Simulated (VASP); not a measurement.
# NaH (Fm-3m) in VASP: settings compared

The runs below take NaH through single point, with PBE, HSE06, PBE+D4, r2SCAN.

Program: VASP 6.6.1. These are calculated values, not measurements. Logs are shortened: lines on timing, memory, paths and dates and some standing lists are left out, and cuts for length are marked.

## (1) The cell of the first run

The structure is cubic, space group Fm-3m (No. 225). The conventional cell has a = 4.795 Å, b = 4.795 Å, c = 4.795 Å, α = 90.00°, β = 90.00°, γ = 90.00°. Within 3.2 Å of Na (site symmetry m-3m) lie 6 H at 2.40 Å. H (site symmetry m-3m) has 6 Na at 2.40 Å within 3.2 Å.

## (2) Single point, PBE

INCAR reads:

```
PREC = Accurate ; ENCUT = 520
EDIFF = 1E-6 ; ISMEAR = 0
SIGMA = 0.01 ; LREAL = False
LASPH = True ; NELM = 80
ALGO = Normal ; ISIF = 2
LWAVE = False ; LCHARG = True
GGA = PE ; LELF = True
LVHAR = True ; NBANDS = 11
```

KPOINTS reads:

```
Automatic mesh
0
Gamma
  6 6 6
```

POSCAR reads:

```
NaH
1.0
    0.0000000000      2.3975122873      2.3975122873
    2.3975122873      0.0000000000      2.3975122873
    2.3975122873      2.3975122873      0.0000000000
Na H
1 1
Direct
    0.0000000000      0.0000000000      0.0000000000
    0.5000000000      0.5000000000      0.5000000000
```

Potentials or basis: VASP PAW PBE potentials, release 64 (Na_pv, H).

Launch:

```
$ cat potpaw_PBE.64/Na_pv/POTCAR potpaw_PBE.64/H/POTCAR > POTCAR
$ mpirun -np 1 vasp_std > vasp.out
```

OUTCAR:

```text
PREC = Accurate
   ENCUT = 520
   EDIFF = 1E-6
   ISMEAR = 0
   LREAL = False
   LASPH = True
   NELM = 80
   ISIF = 2
   GGA = PE

 ion  position               nearest neighbor table
   1  0.000  0.000  0.000-
   2  0.500  0.500  0.500-

  LATTYP: Found a face centered cubic cell.
 ALAT       =     4.7950245746

  Lattice vectors:

 A1 = (   0.0000000000,   2.3975122873,   2.3975122873)
 A2 = (   2.3975122873,   0.0000000000,   2.3975122873)
 A3 = (   2.3975122873,   2.3975122873,   0.0000000000)

Analysis of symmetry for initial positions (statically):
=====================================================================
 Subroutine PRICEL returns:
 Original cell was already a primitive cell.

 Routine SETGRP: Setting up the symmetry group for a
 face centered cubic supercell.

 Subroutine GETGRP returns: Found 48 space group operations
 (whereof 48 operations were pure point group operations)
 out of a pool of 48 trial point group operations.

The static configuration has the point symmetry O_h .

Analysis of symmetry for dynamics (positions and initial velocities):
=====================================================================
 Subroutine PRICEL returns:
 Original cell was already a primitive cell.

 Routine SETGRP: Setting up the symmetry group for a
 face centered cubic supercell.

 Subroutine GETGRP returns: Found 48 space group operations
 (whereof 48 operations were pure point group operations)
 out of a pool of 48 trial point group operations.

The dynamic configuration has the point symmetry O_h .

 Subroutine INISYM returns: Found 48 space group operations
 (whereof 48 operations are pure point group operations),
 and found     1 'primitive' translations

----------------------------------------------------------------------------------------

                                     Primitive cell

  volume of cell :      27.5621

  direct lattice vectors                    reciprocal lattice vectors
     0.000000000  2.397512287  2.397512287    -0.208549505  0.208549505  0.208549505
     2.397512287  0.000000000  2.397512287     0.208549505 -0.208549505  0.208549505
     2.397512287  2.397512287  0.000000000     0.208549505  0.208549505 -0.208549505

  length of vectors
     3.390594393  3.390594393  3.390594393     0.361218338  0.361218338  0.361218338

  position of ions in fractional coordinates (direct lattice)
     0.000000000  0.000000000  0.000000000
     0.500000000  0.500000000  0.500000000

  ion indices of the primitive-cell ions
   primitive index   ion index
                 1           1
                 2           2

----------------------------------------------------------------------------------------

 KPOINTS: Automatic mesh

Automatic generation of k-mesh.
 Grid dimensions read from file:
 generate k-points for:    6    6    6

 Generating k-lattice:

  Cartesian coordinates                     Fractional coordinates (reciprocal lattice)
    -0.034758251  0.034758251  0.034758251     0.166666667  0.000000000  0.000000000
     0.034758251 -0.034758251  0.034758251     0.000000000  0.166666667  0.000000000
     0.034758251  0.034758251 -0.034758251     0.000000000  0.000000000  0.166666667

  Length of vectors
     0.060203056  0.060203056  0.060203056

  Shift w.r.t. Gamma in fractional coordinates (k-lattice)
     0.000000000  0.000000000  0.000000000

 Subroutine IBZKPT returns following result:
 ===========================================

 Found     16 irreducible k-points:

 Following reciprocal coordinates:
            Coordinates               Weight
  0.000000  0.000000  0.000000      1.000000
  0.166667  0.000000  0.000000      8.000000
  0.333333  0.000000  0.000000      8.000000
  0.500000  0.000000  0.000000      4.000000
  0.166667  0.166667  0.000000      6.000000
  0.333333  0.166667  0.000000     24.000000
[... 8 lines left out ...]
 -0.333333  0.333333  0.166667     24.000000
 -0.333333  0.500000  0.166667     12.000000
   k-points           NKPTS =     16   k-points in BZ     NKDIM =     16   number of bands    NBANDS=     11
   number of dos      NEDOS =    301   number of ions     NIONS =      2
   total plane-waves  NPLWV =  21952
   dimension x,y,z NGX =    28 NGY =   28 NGZ =   28
   dimension x,y,z NGXF=    56 NGYF=   56 NGZF=   56
   ions per type =               1   1
   NGX,Y,Z   is equivalent  to a cutoff of  13.73, 13.73, 13.73 a.u.
   NGXF,Y,Z  is equivalent  to a cutoff of  27.46, 27.46, 27.46 a.u.
 SYSTEM =  unknown system
   PREC   = accura    normal or accurate (medium, high low for compatibility)
   ISTART =      0    job   : 0-new  1-cont  2-samecut
   ICHARG =      2    charge: 1-file 2-atom 10-const
   ISPIN  =      1    spin polarized calculation?
   LNONCOLLINEAR =      F non collinear calculations
   LSORBIT =      F    spin-orbit coupling
   LASPH  =      T    aspherical Exc in radial PAW
   ENCUT  =  520.0 eV  38.22 Ry    6.18 a.u.   6.30  6.30  6.30*2*pi/ulx,y,z
   NELM   =     80;   NELMIN=  2; NELMDL= -5     # of ELM steps
   EDIFF  = 0.1E-05   stopping-criterion for ELM
   LREAL  =      F    real-space projection
   EDIFFG = 0.1E-04   stopping-criterion for IOM
   NSW    =      0    number of steps for IOM
   IBRION =     -1    ionic relax: 0-MD 1-quasi-New 2-CG
   NFREE  =      0    steps in history (QN), initial steepest desc. (CG)
   ISIF   =      2    stress and relaxation
   ISYM   =      2    0-nonsym 1-usesym 2-fastsym
   POTIM  = 0.5000    time-step for ionic-motion
   TEBEG  =    0.0;   TEEND  =   0.0 temperature during run
   PSTRESS=    0.0 pullay stress
   NELECT =       8.0000    total number of electrons
   NUPDOWN=      -1.0000    fix difference up-down
   EMIN   =  10.00;   EMAX   =-10.00  energy-range for DOS
   EFERMI =   0.00;   METHOD = LEGACY
   ISMEAR =     0;   SIGMA  =   0.01  broadening in eV -4-tet -1-fermi 0-gaus
   EFERMI_NEDOS =   21; number of points for ismear=-14 and -15
   IALGO  =     38    algorithm
   IMIX   =      4    mixing-type and parameters
     AMIX     =   0.40;   BMIX     =  1.00
     AMIX_MAG =   1.60;   BMIX_MAG =  1.00
  volume/ion in A,a.u.               =      13.78        93.00
  Fermi-wavevector in a.u.,A,eV,Ry     =   1.083929  2.048328 15.985500  1.174901
  Thomas-Fermi vector in A             =   2.220006
   LORBIT       =      0    0 simple, 1 ext, 2 COOP (PROOUT), +10 PAW based schemes
   GGA     = PE    functional components
   LHFCALC =     F    Hartree Fock is set to
   AEXX    =    0.0000 exact exchange contribution
   IVDW    =     0    specifies the selected vdW correction
   LEPSILON=     F    determine dielectric tensor
   LRPA    =     F    only Hartree local field effects (RPA)
 non-spin polarized calculation
 Gauss-broadening in eV      SIGMA  =   0.01
  energy-cutoff  :      520.00
  volume of cell :       27.56
 maximum number of plane-waves:       754
 NGX is ok and might be reduce to    28
   NGX = 13   NGY = 13   NGZ = 13

 number of electron       7.9999992 magnetization

 Free energy of the ion-electron system (eV)
  ---------------------------------------------------
  ext. energy  EPLUGINS =         0.00000000
  ---------------------------------------------------
  free energy    TOTEN  =        -5.08640470 eV

  energy without entropy =       -5.08640470  energy(sigma->0) =       -5.08640470

 E-fermi :  -1.0215     XC(G=0):  -7.8486

 val. band max:       -1.0857941765   @ k =  -0.3333   0.5000   0.1667
 cond. band min:       2.7609773245   @ k =   0.5000   0.0000   0.0000
 fundamental gap:      3.8467715010
 Fermi energy:        -1.0215325892

 k-point     1 :       0.0000    0.0000    0.0000
  band No.  band energies     occupation
      1     -23.1001      2.00000
      2     -23.1001      2.00000
      3     -23.1001      2.00000
      4      -4.7222      2.00000
      5       9.5871      0.00000
      6      14.7385      0.00000
      7      14.7385      0.00000
      8      14.7385      0.00000
      9      15.6542      0.00000
     10      15.6542      0.00000
     11      15.6542      0.00000

 k-point     2 :       0.1667    0.0000    0.0000
  band No.  band energies     occupation
      1     -23.1258      2.00000
      2     -23.1031      2.00000
      3     -23.1031      2.00000
      4      -4.2407      2.00000
      5       7.9808      0.00000
      6      11.4635      0.00000
      7      13.6307      0.00000
      8      13.6307      0.00000
      9      16.8721      0.00000
     10      16.8721      0.00000
     11      17.2250      0.00000

 k-point     3 :       0.3333    0.0000    0.0000
  band No.  band energies     occupation
      1     -23.1765      2.00000
      2     -23.1092      2.00000
      3     -23.1092      2.00000
      4      -2.9553      2.00000
      5       4.6237      0.00000
      6      10.2046      0.00000
      7      12.7740      0.00000
      8      12.7740      0.00000
      9      16.0911      0.00000
     10      16.0911      0.00000
     11      18.3369      0.00000

 k-point     4 :       0.5000    0.0000    0.0000
  band No.  band energies     occupation
      1     -23.2014      2.00000
      2     -23.1123      2.00000
      3     -23.1122      2.00000
      4      -1.9061      2.00000
      5       2.7610      0.00000
      6       9.9047      0.00000
      7      12.4907      0.00000
      8      12.4907      0.00000
      9      15.5867      0.00000
     10      15.5867      0.00000
     11      18.1631      0.00000

 k-point     5 :       0.1667    0.1667    0.0000
  band No.  band energies     occupation
      1     -23.1249      2.00000
      2     -23.1086      2.00000
      3     -23.1086      2.00000
      4      -4.0871      2.00000
      5       7.9412      0.00000
      6      11.9324      0.00000
      7      12.1072      0.00000
      8      12.1072      0.00000
      9      15.7078      0.00000
     10      17.7849      0.00000
     11      19.6484      0.00000
[... 99 lines left out ...]
 k-point    13 :       0.5000    0.5000    0.0000
  band No.  band energies     occupation
      1     -23.1903      2.00000
      2     -23.1344      2.00000
      3     -23.1344      2.00000
      4      -1.2206      2.00000
      5       3.6455      0.00000
      6       9.0817      0.00000
      7       9.7800      0.00000
      8       9.7800      0.00000
      9      10.9713      0.00000
     10      23.0719      0.00000
     11      24.8590      0.00000

 k-point    14 :       0.5000    0.3333    0.1667
  band No.  band energies     occupation
      1     -23.1737      2.00000
      2     -23.1384      2.00000
      3     -23.1208      2.00000
      4      -2.0405      2.00000
      5       4.8187      0.00000
      6       6.8034      0.00000
      7       9.7795      0.00000
      8      14.6553      0.00000
      9      14.7506      0.00000
     10      17.1170      0.00000
     11      21.0467      0.00000

 k-point    15 :      -0.3333    0.3333    0.1667
  band No.  band energies     occupation
      1     -23.1762      2.00000
      2     -23.1498      2.00000
      3     -23.1264      2.00000
      4      -1.3020      2.00000
      5       4.1228      0.00000
      6       5.9164      0.00000
      7       8.9388      0.00000
      8      14.6632      0.00000
      9      15.8561      0.00000
     10      18.3086      0.00000
     11      20.2266      0.00000

 k-point    16 :      -0.3333    0.5000    0.1667
  band No.  band energies     occupation
      1     -23.1763      2.00000
      2     -23.1483      2.00000
      3     -23.1361      2.00000
      4      -1.0858      2.00000
      5       4.2679      0.00000
      6       6.1631      0.00000
      7       7.8182      0.00000
      8      14.1110      0.00000
      9      14.2860      0.00000
     10      20.0289      0.00000
     11      20.1785      0.00000

------------------------ aborting loop because EDIFF is reached ----------------------------------------

  FORCE on cell =-STRESS in cart. coord.  units (eV):
  Direction    XX          YY          ZZ          XY          YZ          ZX
  --------------------------------------------------------------------------------------
  -------------------------------------------------------------------------------------
  Total        0.0915421      0.0915421      0.0915421      0.0000000      0.0000000      0.0000000
  in kB        5.3213162      5.3213162      5.3213162      0.0000000      0.0000000      0.0000000
  external PRESSURE =       5.3213162 kB  Pullay stress =       0.0000000 kB

 VOLUME and BASIS-vectors are now :
 -----------------------------------------------------------------------------
  energy-cutoff  :      520.00
  volume of cell :       27.56
      direct lattice vectors                 reciprocal lattice vectors
     0.000000000  2.397512287  2.397512287    -0.208549505  0.208549505  0.208549505
     2.397512287  0.000000000  2.397512287     0.208549505 -0.208549505  0.208549505
     2.397512287  2.397512287  0.000000000     0.208549505  0.208549505 -0.208549505

 POSITION                                       TOTAL-FORCE (eV/Angst)
 -----------------------------------------------------------------------------------
      0.00000      0.00000      0.00000        -0.000000     -0.000000     -0.000000
      2.39751      2.39751      2.39751         0.000000      0.000000      0.000000
 -----------------------------------------------------------------------------------
    total drift:                               -0.000000     -0.000000      0.000000

  FREE ENERGIE OF THE ION-ELECTRON SYSTEM (eV)
  ---------------------------------------------------
  free  energy   TOTEN  =        -5.0864046974 eV

  energy  without entropy=       -5.0864046974  energy(sigma->0) =       -5.08640470
```

It took 3.6 s on 1 thread of Intel Xeon 6975P-C (Granite Rapids), shared host; peak memory 0.14 GiB.

Results:

```yaml
Free_energy: -5.0864 eV
Pressure: 0.5 GPa
Band_gap_on_the_k_mesh: 3.85 eV (least direct gap 4.67 eV)
```

A k mesh can miss the band edges.

## (3) Single point, HSE06

POSCAR is that of step 2.

INCAR.step1 reads:

```
  PREC = Accurate
  ENCUT = 520
  EDIFF = 1E-5
  ISMEAR = 0
  SIGMA = 0.01
  LREAL = False
  LASPH = True
  NELM = 80
  ALGO = Normal
  ISIF = 2
  LWAVE = True
  GGA = PE
  NBANDS = 11
```

INCAR.step2 reads:

```
  PREC = Accurate
  ENCUT = 520
  EDIFF = 1E-6
  ISMEAR = 0
  SIGMA = 0.01
  LREAL = False
  LASPH = True
  NELM = 80
  ALGO = Normal
  ISIF = 2
  LWAVE = False
  LCHARG = True
  GGA = PE
  LHFCALC = True
  HFSCREEN = 0.2079
  PRECFOCK = Normal
  LELF = True
  LVHAR = True
  ISTART = 1
  NBANDS = 11
```

KPOINTS reads:

```
Automatic mesh
0
Gamma
  4 4 4
```

Potentials or basis: VASP PAW PBE potentials, release 64 (Na_pv, H).

Launch:

```
$ cat potpaw_PBE.64/Na_pv/POTCAR potpaw_PBE.64/H/POTCAR > POTCAR
$ cp INCAR.step1 INCAR
$ mpirun -np 1 vasp_std > vasp.out
$ cp INCAR.step2 INCAR
$ mpirun -np 1 vasp_std > vasp.out
```

Wall time 31 s (1 thread of Intel Xeon 6975P-C (Granite Rapids), shared host); peak memory 0.25 GiB.

Results (log left out):

```yaml
Free_energy: -5.7630 eV
Pressure: 0.2 GPa
Band_gap_on_the_k_mesh: 4.85 eV (least direct gap 5.81 eV)
```

Levels at points of the mesh, in eV from the valence-band top:
| k point | band 1 | band 2 | band 3 | band 4 | band 5 | band 6 | band 7 | band 8 |
| --- | --- | --- | --- | --- | --- | --- | --- | --- |
| (0.00, 0.00, 0.00) | -24.35 | -24.35 | -24.35 | -4.02 | 12.19 | 17.18 | 17.18 | 17.18 |
| (0.50, 0.00, 0.00) | -24.45 | -24.36 | -24.36 | -0.97 | 4.85 | 12.33 | 14.94 | 14.94 |
| (0.50, 0.50, 0.00) | -24.43 | -24.38 | -24.38 | -0.19 | 5.72 | 11.35 | 12.13 | 12.13 |

Caveat: the k points lie up to 0.57 Å⁻¹ apart; the PAW data sets were made with another functional, which shifts forces and pressure a little.

[end of part 1 of 2]
